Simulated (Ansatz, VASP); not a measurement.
**Pb in VASP and in Ansatz**

File POSCAR:

```
Pb
1.0
    3.0182128647     -1.7385724922      0.0000000000
    3.0182128647      1.7385724922      0.0000000000
   -2.1012644739      0.0000000000      6.0543160853
Pb
2
Direct
    0.9085084100      0.9085084100      0.7262922000
    0.0914915900      0.0914915900      0.2737078000
```

The input INCAR.step1:

```
SYSTEM = Pb
PREC     = Accurate       ! precision mode
ENCUT    = 520            ! plane-wave cutoff, eV
EDIFF    = 1E-5           ! SCF threshold, eV
ISMEAR   = -1             ! smearing method
SIGMA    = 0.05           ! smearing width, eV
LREAL    = .FALSE.        ! projectors in reciprocal space
LASPH    = .TRUE.         ! aspherical terms in the spheres
NELM     = 80             ! most SCF steps
ALGO     = Normal         ! electronic algorithm
ISIF     = 2              ! what is computed and relaxed
LWAVE    = .TRUE.         ! write WAVECAR
LCHARG   = .FALSE.        ! write CHGCAR
NBANDS   = 21             ! bands
GGA      = PE             ! functional
```

INCAR.step2

```
SYSTEM = Pb
PREC     = Accurate       ! precision mode
ENCUT    = 520            ! plane-wave cutoff, eV
EDIFF    = 1E-6           ! SCF threshold, eV
ISMEAR   = -1             ! smearing method
SIGMA    = 0.05           ! smearing width, eV
LREAL    = .FALSE.        ! projectors in reciprocal space
LASPH    = .TRUE.         ! aspherical terms in the spheres
NELM     = 80             ! most SCF steps
ALGO     = Normal         ! electronic algorithm
ISIF     = 2              ! what is computed and relaxed
LWAVE    = .FALSE.        ! write WAVECAR
LCHARG   = .FALSE.        ! write CHGCAR
GGA      = PE             ! functional
LHFCALC  = .TRUE.         ! exact exchange
AEXX     = 0.25           ! exact-exchange fraction
PRECFOCK = Normal       
NBANDS   = 21             ! bands
ISTART   = 1
```

KPOINTS

```
regular mesh
0
G
  4 4 2
  0 0 0
```

File input.yaml:

```yaml
crystal:
  lattice:
    - [3.0182128647, -1.7385724922, 0.0]
    - [3.0182128647, 1.7385724922, 0.0]
    - [-2.1012644739, 0.0, 6.0543160853]
  atoms:
    - { symbol: Pb, position: [0.90850841, 0.90850841, 0.7262922] }
    - { symbol: Pb, position: [0.09149159, 0.09149159, 0.2737078] }
hamiltonian:
  xc: pbe0
  pseudopotentials: { kind: paw }
kpoints:
  mp_grid: { grid: [4, 4, 2] }
scf:
  occupations: { method: fermi_dirac, width: 0.05 }
output:
  forces: true
  stress: true
  eigenvalues: true
```

Alike in both runs: task single point; functional PBE0; k mesh 4 × 4 × 2; occupations fermi-dirac, width 0.05 eV; no spin polarisation.

|  | VASP | Ansatz |
| --- | --- | --- |
| version | VASP 6.6.1 | Ansatz 0.2.0 |
| potentials or method | VASP PAW PBE potentials, release 64 (Pb_d) | Ansatz PAW |
| plane-wave cutoff (eV) | 520 | 420 |
| valence electrons in the cell | 28 | 28 |

```csv
,VASP,Ansatz,Ansatz less VASP
gap on the k mesh at the Fermi level (eV),none,none,-
pressure (GPa),0.3,0.5,+0.25
"traceless stress, the component that is largest in VASP (GPa)",3.32,3.32,+0.006
rms of the force components (eV/Å),0.178,0.186,+0.0079
```

Atom by atom the forces differ by 0.008 eV/Å (rms over components). A gap of «none» marks a metal or a gap that the smearing closes.

The k mesh is coarse, so the values compare programs but aren't converged. Neither program's run includes spin-orbit coupling.
